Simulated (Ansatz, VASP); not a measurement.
PbO: VASP beside Ansatz

The input POSCAR:

```
PbO
1.0
    3.9871350059      0.0000000000      0.0000000000
    0.0000000000      3.9871350059      0.0000000000
    0.0000000000      0.0000000000      5.3217255011
Pb O
2 2
Direct
    0.0000000000      0.5000000000      0.2231760842
    0.5000000000      0.0000000000      0.7768239158
    0.0000000000      0.0000000000      0.0000000000
    0.5000000000      0.5000000000      0.0000000000
```

Contents of INCAR.step1:

```
SYSTEM = PbO
PREC = Accurate ; ENCUT = 520
ISMEAR = 0 ; SIGMA = 0.02
LREAL = .False. ; LASPH = .True.
NELM = 100 ; NBANDS = 28
GGA = PE ; ALGO = Normal
EDIFF = 1E-4 ; LWAVE = .True.
LCHARG = .False.
```

INCAR.step2

```
SYSTEM = PbO
PREC = Accurate ; ENCUT = 520
EDIFF = 1E-6 ; ISMEAR = 0
SIGMA = 0.02 ; LREAL = .False.
LASPH = .True. ; NELM = 100
ALGO = Normal ; ISIF = 2
LWAVE = .False. ; LCHARG = .False.
METAGGA = R2SCAN ; LMIXTAU = .True.
NBANDS = 28 ; ISTART = 1
```

Contents of KPOINTS:

```
Automatic mesh
0
Gamma
  8 8 6
  0 0 0
```

Input for Ansatz:

```yaml
crystal:
  lattice:
    - [3.9871350059, 0.0, 0.0]
    - [0.0, 3.9871350059, 0.0]
    - [0.0, 0.0, 5.3217255011]
  atoms:
    - { symbol: Pb, position: [0.0, 0.5, 0.2231760842] }
    - { symbol: Pb, position: [0.5, 0.0, 0.7768239158] }
    - { symbol: O, position: [0.0, 0.0, 0.0] }
    - { symbol: O, position: [0.5, 0.5, 0.0] }
basis:
  ecutwfc: 500
kpoints:
  mp_grid: { grid: [8, 8, 6] }
  band_path: { path: [VBM, CBM], npoints: 2 }
hamiltonian:
  xc: r2scan
scf:
  occupations: { method: gaussian, width: 0.02 }
output:
  forces: false
  stress: false
  eigenvalues: true
checkpoint:
  read: start.run
  write: ck
  compress: false
  write_wavefunctions: false
  write_every: 100000
```

Alike in both runs: task single point; functional r2SCAN; k mesh 8 × 8 × 6; occupations gaussian, width 0.02 eV; no spin polarisation.

|  | VASP | Ansatz |
| --- | --- | --- |
| version | VASP 6.6.1 | Ansatz 0.2.0 |
| potentials or method | VASP PAW PBE potentials, release 64 (Pb_d, O), cutoff 520 eV | scalar-relativistic, plane waves, PAW |
| valence electrons in the cell | 40 | 40 |

Ansatz gave:

| Item | Value |
| --- | --- |
| gap on the k mesh at the Fermi level (eV) | 1.83 |
| least direct gap on the mesh (eV) | 2.54 |

Question: What did VASP give for the same quantities?

Answer: gap on the k mesh at the Fermi level (eV): 1.83; least direct gap on the mesh (eV): 2.51.

VASP's potentials were made for PBE, not for r2SCAN.

Spin-orbit coupling is off throughout.
